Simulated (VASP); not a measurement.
Input of a VASP 6.6.1 run:

INCAR

```
SYSTEM = SnSe
PREC = Accurate ; ENCUT = 500
EDIFF = 1E-6 ; ISMEAR = -1
SIGMA = 0.05 ; LREAL = .FALSE.
LASPH = .TRUE. ; NELM = 120
ALGO = Normal ; ISIF = 2
LWAVE = .FALSE. ; LCHARG = .TRUE.
GGA = PE ; LELF = .TRUE.
LVHAR = .TRUE. ; NBANDS = 17
GGA_COMPAT = .FALSE.
```

The input KPOINTS:

```
regular mesh
0
G
  11 11 11
  0 0 0
```

The input POSCAR:

```
SnSe
1.0
    0.0000000000      3.3197879068      3.3197879068
    3.3197879068      0.0000000000      3.3197879068
    3.3197879068      3.3197879068      0.0000000000
Sn Se
1 1
Direct
    0.0000000000      0.0000000000      0.0000000000
    0.2500000000      0.2500000000      0.2500000000
```

Potentials or basis: VASP PAW PBE potentials, release 64 (Sn_d, Se).

Run with:

```bash
$ cat potpaw_PBE.64/Sn_d/POTCAR potpaw_PBE.64/Se/POTCAR > POTCAR
$ mpirun -np 1 vasp_std > vasp.out
```

(1) Estimate the band gap on the k mesh.

(2) Estimate the pressure.

## Answers

(1) zero (band 10 reaches 3.34 eV, above the bottom of band 11 at 3.29 eV).

(2) 2.1 GPa.

Caveat: spin-orbit coupling is left out, which moves the levels of the heavy elements.
